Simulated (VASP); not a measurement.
# AlNi (Pm-3m) in VASP: settings compared, part 3 of 3

VASP 6.6.1. Earlier steps stand in the parts before.

## 4. Relaxation of cell and atoms, PBEsol, collinear spin, ferromagnetic start, target pressure 5 GPa, at which the enthalpy is minimised

File INCAR:

```
SYSTEM = AlNi
PREC = Accurate ; ENCUT = 600
EDIFF = 1E-6 ; ISMEAR = -1
SIGMA = 0.05 ; LREAL = .FALSE.
LASPH = .TRUE. ; NELM = 150
ALGO = Normal ; ISIF = 3
LWAVE = .FALSE. ; LCHARG = .FALSE.
ISPIN = 2 ; MAGMOM = 1 0
LORBIT = 11 ; LMAXMIX = 4
GGA = PS ; IBRION = 2
NSW = 60 ; EDIFFG = -0.01
PSTRESS = 50.0
```

File KPOINTS:

```
Automatic mesh
0
G
  9 9 9
  0 0 0
```

File POSCAR:

```
AlNi
1.0
    2.8810000000      0.0000000000      0.0000000000
    0.0000000000      2.8810000000      0.0000000000
    0.0000000000      0.0000000000      2.8810000000
Ni Al
1 1
Direct
    0.5000000000      0.5000000000      0.5000000000
    0.0000000000      0.0000000000      0.0000000000
```

Potentials or basis: VASP PAW PBE potentials, release 64 (Ni, Al).

Command:

```
$ cat potpaw_PBE.64/Ni/POTCAR potpaw_PBE.64/Al/POTCAR > POTCAR
$ mpirun -np 1 vasp_std > vasp.out
```

OUTCAR:

```text
SYSTEM = AlNi
   PREC = Accurate
   ENCUT = 600
   EDIFF = 1E-6
   ISMEAR = -1
   LREAL = .FALSE.
   LASPH = .TRUE.
   NELM = 150
   ISIF = 3
   ISPIN = 2
   LORBIT = 11
   GGA = PS
   IBRION = 2
   NSW = 60
   EDIFFG = -0.01
   PSTRESS = 50.0

 ion  position               nearest neighbor table
   1  0.500  0.500  0.500-   2 2.50   2 2.50   2 2.50   2 2.50   2 2.50   2 2.50   2 2.50   2 2.50

   2  0.000  0.000  0.000-   1 2.50   1 2.50   1 2.50   1 2.50   1 2.50   1 2.50   1 2.50   1 2.50

  LATTYP: Found a simple cubic cell.
 ALAT       =     2.8810000000

  Lattice vectors:

 A1 = (   2.8810000000,   0.0000000000,   0.0000000000)
 A2 = (   0.0000000000,   2.8810000000,   0.0000000000)
 A3 = (   0.0000000000,   0.0000000000,   2.8810000000)

Analysis of symmetry for initial positions (statically):
=====================================================================
 Subroutine PRICEL returns:
 Original cell was already a primitive cell.

 Routine SETGRP: Setting up the symmetry group for a
 simple cubic supercell.

 Subroutine GETGRP returns: Found 48 space group operations
 (whereof 48 operations were pure point group operations)
 out of a pool of 48 trial point group operations.

The static configuration has the point symmetry O_h .

Analysis of symmetry for dynamics (positions and initial velocities):
=====================================================================
 Subroutine PRICEL returns:
 Original cell was already a primitive cell.

 Routine SETGRP: Setting up the symmetry group for a
 simple cubic supercell.

 Subroutine GETGRP returns: Found 48 space group operations
 (whereof 48 operations were pure point group operations)
 out of a pool of 48 trial point group operations.

The dynamic configuration has the point symmetry O_h .

Analysis of structural, dynamic, and magnetic symmetry:
=====================================================================
 Subroutine PRICEL returns:
 Original cell was already a primitive cell.

 Routine SETGRP: Setting up the symmetry group for a
 simple cubic supercell.

 Subroutine GETGRP returns: Found 48 space group operations
 (whereof 48 operations were pure point group operations)
 out of a pool of 48 trial point group operations.

The overall configuration has the point symmetry O_h .

 Subroutine INISYM returns: Found 48 space group operations
 (whereof 48 operations are pure point group operations),
 and found     1 'primitive' translations

----------------------------------------------------------------------------------------

                                     Primitive cell

  volume of cell :      23.9128

  direct lattice vectors                    reciprocal lattice vectors
     2.881000000  0.000000000  0.000000000     0.347101701  0.000000000  0.000000000
     0.000000000  2.881000000  0.000000000     0.000000000  0.347101701  0.000000000
     0.000000000  0.000000000  2.881000000     0.000000000  0.000000000  0.347101701

  length of vectors
     2.881000000  2.881000000  2.881000000     0.347101701  0.347101701  0.347101701

  position of ions in fractional coordinates (direct lattice)
     0.500000000  0.500000000  0.500000000
     0.000000000  0.000000000  0.000000000

  ion indices of the primitive-cell ions
   primitive index   ion index
                 1           1
                 2           2

[... 28 lines left out ...]
  0.000000  0.000000  0.000000      1.000000
  0.111111  0.000000  0.000000      6.000000
  0.222222  0.000000  0.000000      6.000000
  0.333333  0.000000  0.000000      6.000000
  0.444444  0.000000  0.000000      6.000000
  0.111111  0.111111  0.000000     12.000000
[... 16 lines left out ...]
  0.333333  0.333333  0.111111     24.000000
  0.444444  0.333333  0.111111     48.000000
 [... further k-points ...]
   k-points           NKPTS =     35   k-points in BZ     NKDIM =     35   number of bands    NBANDS=     11
   number of dos      NEDOS =    301   number of ions     NIONS =      2
   total plane-waves  NPLWV =  13824
   dimension x,y,z NGX =    24 NGY =   24 NGZ =   24
   dimension x,y,z NGXF=    48 NGYF=   48 NGZF=   48
   ions per type =               1   1
   NGX,Y,Z   is equivalent  to a cutoff of  13.85, 13.85, 13.85 a.u.
   NGXF,Y,Z  is equivalent  to a cutoff of  27.70, 27.70, 27.70 a.u.
 SYSTEM =  AlNi
   PREC   = accura    normal or accurate (medium, high low for compatibility)
   ISTART =      0    job   : 0-new  1-cont  2-samecut
   ICHARG =      2    charge: 1-file 2-atom 10-const
   ISPIN  =      2    spin polarized calculation?
   LNONCOLLINEAR =      F non collinear calculations
   LSORBIT =      F    spin-orbit coupling
   LASPH  =      T    aspherical Exc in radial PAW
   ENCUT  =  600.0 eV  44.10 Ry    6.64 a.u.   5.75  5.75  5.75*2*pi/ulx,y,z
   NELM   =    150;   NELMIN=  2; NELMDL= -5     # of ELM steps
   EDIFF  = 0.1E-05   stopping-criterion for ELM
   LREAL  =      F    real-space projection
   EDIFFG = -.1E-01   stopping-criterion for IOM
   NSW    =     60    number of steps for IOM
   IBRION =      2    ionic relax: 0-MD 1-quasi-New 2-CG
   NFREE  =      1    steps in history (QN), initial steepest desc. (CG)
   ISIF   =      3    stress and relaxation
   ISYM   =      2    0-nonsym 1-usesym 2-fastsym
   POTIM  = 0.5000    time-step for ionic-motion
   TEBEG  =    0.0;   TEEND  =   0.0 temperature during run
   PSTRESS=   50.0 pullay stress
   NELECT =      13.0000    total number of electrons
   NUPDOWN=      -1.0000    fix difference up-down
   EMIN   =  10.00;   EMAX   =-10.00  energy-range for DOS
   EFERMI =   0.00;   METHOD = LEGACY
   ISMEAR =    -1;   SIGMA  =   0.05  broadening in eV -4-tet -1-fermi 0-gaus
   EFERMI_NEDOS =   21; number of points for ismear=-14 and -15
   IALGO  =     38    algorithm
   IMIX   =      4    mixing-type and parameters
     AMIX     =   0.40;   BMIX     =  1.00
     AMIX_MAG =   1.60;   BMIX_MAG =  1.00
  volume/ion in A,a.u.               =      11.96        80.69
  Fermi-wavevector in a.u.,A,eV,Ry     =   1.336122  2.524904 24.289410  1.785221
  Thomas-Fermi vector in A             =   2.464773
   LORBIT       =     11    0 simple, 1 ext, 2 COOP (PROOUT), +10 PAW based schemes
   GGA     = PS    functional components
   LHFCALC =     F    Hartree Fock is set to
   AEXX    =    0.0000 exact exchange contribution
   IVDW    =     0    specifies the selected vdW correction
   LEPSILON=     F    determine dielectric tensor
   LRPA    =     F    only Hartree local field effects (RPA)
 conjugate gradient relaxation of ions
 spin polarized calculation
  energy-cutoff  :      600.00
  volume of cell :       23.91
 maximum number of plane-waves:       812
 NGX is ok and might be reduce to    24
   NGX = 11   NGY = 11   NGZ = 11

--------------------------------------- Ionic step        1  -------------------------------------------

 number of electron      13.0000015 magnetization       0.0016800

 number of electron      13.0000015 magnetization      -0.0001101

 Free energy of the ion-electron system (eV)
  ---------------------------------------------------
  ext. energy  EPLUGINS =         0.00000000
  ---------------------------------------------------
  free energy    TOTEN  =       -11.58118238 eV

  energy without entropy =      -11.57460869  energy(sigma->0) =      -11.57789553

 E-fermi :   9.8977     XC(G=0): -12.1667

 val. band max:        9.8374019527   @ k =   0.3333   0.3333   0.0000
 cond. band min:       9.9449405182   @ k =   0.3333   0.1111   0.1111
 fundamental gap:      0.1075385655
 Fermi energy:         9.8977019340

 spin component 1

 k-point     1 :       0.0000    0.0000    0.0000
  band No.  band energies     occupation
      1      -1.2339      1.00000
      2       6.6486      1.00000
      3       6.6486      1.00000
      4       8.3418      1.00000
      5       8.3418      1.00000
      6       8.3418      1.00000
      7      15.3934      0.00000
      8      15.3934      0.00000
      9      15.3934      0.00000
     10      18.0394      0.00000
     11      18.0394      0.00000
[... 741 lines left out ...]
 number of electron      12.9999997 magnetization       0.0000005

 number of electron      12.9999997 magnetization      -0.0000005

 Free energy of the ion-electron system (eV)
  ---------------------------------------------------
  ext. energy  EPLUGINS =         0.00000000
  ---------------------------------------------------
  free energy    TOTEN  =       -11.57665305 eV

  energy without entropy =      -11.57053863  energy(sigma->0) =      -11.57359584

 E-fermi :  10.5403     XC(G=0): -12.3946

 val. band max:       10.4753508966   @ k =   0.3333   0.1111   0.0000
 cond. band min:      10.5959704011   @ k =   0.3333   0.1111   0.1111
 fundamental gap:      0.1206195045
 Fermi energy:        10.5403198319

 spin component 1

 k-point     1 :       0.0000    0.0000    0.0000
  band No.  band energies     occupation
      1      -0.9528      1.00000
      2       7.0452      1.00000
      3       7.0452      1.00000
      4       8.8711      1.00000
      5       8.8711      1.00000
      6       8.8711      1.00000
      7      16.2207      0.00000
      8      16.2207      0.00000
      9      16.2207      0.00000
     10      18.8183      0.00000
     11      18.8183      0.00000
[... 695 lines left out ...]
  energy  without entropy=      -11.5705386274  energy(sigma->0) =      -11.57359584

  enthalpy is  TOTEN    =       -10.8643547577 eV   P V=        0.7122982951

 reached required accuracy - stopping structural energy minimisation

 total charge

# of ion       s       p       d       tot
------------------------------------------
    1        0.500   0.564   8.498   9.562
    2        0.387   0.433   0.000   0.821
--------------------------------------------------
tot          0.887   0.997   8.498  10.382

 magnetization (x)

# of ion       s       p       d       tot
------------------------------------------
    1        0.000   0.000   0.000   0.000
    2       -0.000  -0.000   0.000  -0.000
--------------------------------------------------
tot          0.000   0.000   0.000   0.000
```

OSZICAR:

```text
N       E                     dE             d eps       ncg     rms          rms(c)
DAV:   1     0.436395668061E+02    0.43640E+02   -0.64509E+03  1556   0.145E+03
DAV:   2    -0.114967106481E+02   -0.55136E+02   -0.51533E+02  1558   0.215E+02
[... 27 lines left out ...]
DAV:   3    -0.115933924634E+02    0.75573E+00   -0.51606E+00  1766   0.382E+01    0.127E+00
DAV:   4    -0.115798723399E+02    0.13520E-01   -0.39582E-02  1802   0.291E+00    0.536E-01
DAV:   5    -0.115766303136E+02    0.32420E-02   -0.56576E-03  2320   0.833E-01    0.778E-02
DAV:   6    -0.115766450529E+02   -0.14739E-04   -0.13260E-04  1638   0.110E-01    0.347E-02
DAV:   7    -0.115766528850E+02   -0.78321E-05   -0.48956E-06  1802   0.245E-02    0.600E-03
DAV:   8    -0.115766530527E+02   -0.16771E-06   -0.58651E-07   770   0.120E-02
   3 F= -.10864355E+02 E0= -.10861298E+02  d E =-.294307E-01  mag=     0.0000
```

CONTCAR:

```text
AlNi
   1.00000000000000
     2.8366178250129503    0.0000000000000000    0.0000000000000000
    -0.0000000000000000    2.8366178250129503    0.0000000000000000
    -0.0000000000000000    0.0000000000000000    2.8366178250129503
  Ni              Al
     1     1
Direct
     0.5000000000000000    0.5000000000000000    0.5000000000000000
     0.0000000000000000    0.0000000000000000    0.0000000000000000

  0.00000000E+00  0.00000000E+00  0.00000000E+00
  0.00000000E+00  0.00000000E+00  0.00000000E+00
```

It took 67 s on 1 thread of Intel Xeon 8259CL, shared host; peak memory 0.17 GiB.

Results:

- Free energy: -11.5767 eV
- Relaxed volume: 11.41 Å³/atom
- Relaxed cell: a = 2.837 Å, b = 2.837 Å, c = 2.837 Å, α = 90.00°, β = 90.00°, γ = 90.00°
- Space group after relaxing (to 0.1 Å): Pm-3m (No. 221)
- Energy change on relaxing (the run minimises the enthalpy): +2.3 meV/atom
- Ionic steps: 3
- Pressure after relaxing: 4.9 GPa
- Net moment: 0.00 μB per cell
- Valence electrons inside the program's atomic spheres: Ni 9.56; Al 0.82

The path:
| step | energy change (eV) | largest force (eV/Å) | pressure (GPa) | volume (Å³) |
| --- | --- | --- | --- | --- |
| 1 | 0.0000 | 0.0000 | -3.20 | 23.91 |
| 2 | 0.0613 | 0.0000 | 14.08 | 21.86 |
| 3 | 0.0045 | 0.0000 | 4.91 | 22.82 |

Final structure:
```yaml
crystal:
  lattice:
    - [2.83662, 0.00000, 0.00000]
    - [0.00000, 2.83662, 0.00000]
    - [0.00000, 0.00000, 2.83662]
  atoms:
    - { symbol: Ni, position: [0.50000, 0.50000, 0.50000] }
    - { symbol: Al, position: [0.00000, 0.00000, 0.00000] }
```

Caveat: the cell is relaxed towards a set pressure, so the run minimises the enthalpy, not the energy; the PAW data sets were made with another functional, which shifts forces and pressure a little.

## 5. Summary

```csv
level,cell,gap on the mesh (eV),pressure (GPa),moment (μB)
BLYP+D4,relaxed,none,-0.1,0.00
PBEsol,relaxed to 2 GPa,none,2.0,0.00
PBEsol,relaxed to 5 GPa,none,4.9,0.00
```

Alike in all rows: task relaxation of cell and atoms; potentials or basis VASP PAW PBE potentials, release 64 (Ni, Al); spin collinear, ferromagnetic start; k mesh 9 × 9 × 9; cutoff (eV) 600; smearing fermi-dirac 0.05 eV.

Caveats: the PAW data sets were made with another functional, which shifts forces and pressure a little; the cell is relaxed towards a set pressure, so the run minimises the enthalpy, not the energy (at least some runs).

Absolute energies hang on the potentials; compare differences alone.
